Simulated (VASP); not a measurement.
# WS2: density of states with PBEsol

The system is WS2.

```
W S
1.0
     1.57380    0.90864    6.37047
    -1.57380    0.90864    6.37047
     0.00000   -1.81727    6.37047
W S
1 2
Cartesian
  0.0000 0.0000 0.0128
  0.0000 0.0000 4.8168
  0.0000 0.0000 7.9502
```

| Item | Value |
| --- | --- |
| Program | VASP 6.6.1 |
| Task | density of states |
| Functional | PBEsol |
| Potentials or basis | VASP PAW PBE potentials, release 64 (W_sv, S) |
| Cutoff | 520 eV |
| k mesh | 12 × 12 × 12 |
| Occupations | gaussian, width 0.02 eV |
| Spin | no spin polarisation |
| Dipole correction | no |
| k mesh for the DOS | 18 × 18 × 18 |
| Occupations for the DOS | tetrahedron |
| Further INCAR settings | ALGO = Normal; EDIFF = 1e-07 |

```
Valence electrons inside the program's atomic spheres : W 12.08; S 3.70
```

Levels at points of the mesh, in eV from the valence-band top:
```tsv
k point	band 10	band 11	band 12	band 13	band 14	band 15	band 16	band 17
(0.00, 0.00, 0.00)	-2.10	-2.10	-1.67	-1.12	2.43	2.43	2.69	2.69
(0.50, 0.00, 0.00)	-3.99	-2.50	-1.65	-1.57	2.50	2.77	3.75	4.15
(0.50, 0.50, 0.00)	-3.93	-2.98	-1.78	-1.42	2.47	2.93	3.36	4.51
(0.50, 0.50, 0.50)	-3.38	-2.08	-2.08	0.00	2.49	2.49	2.59	2.59
```

It took 13 min on 1 thread of Intel(R) Xeon(R) 6975P-C (Granite Rapids), with other jobs on the host, peak memory 0.74 GiB.

Caveat: spin-orbit coupling is left out, which moves the levels of the heavy elements.
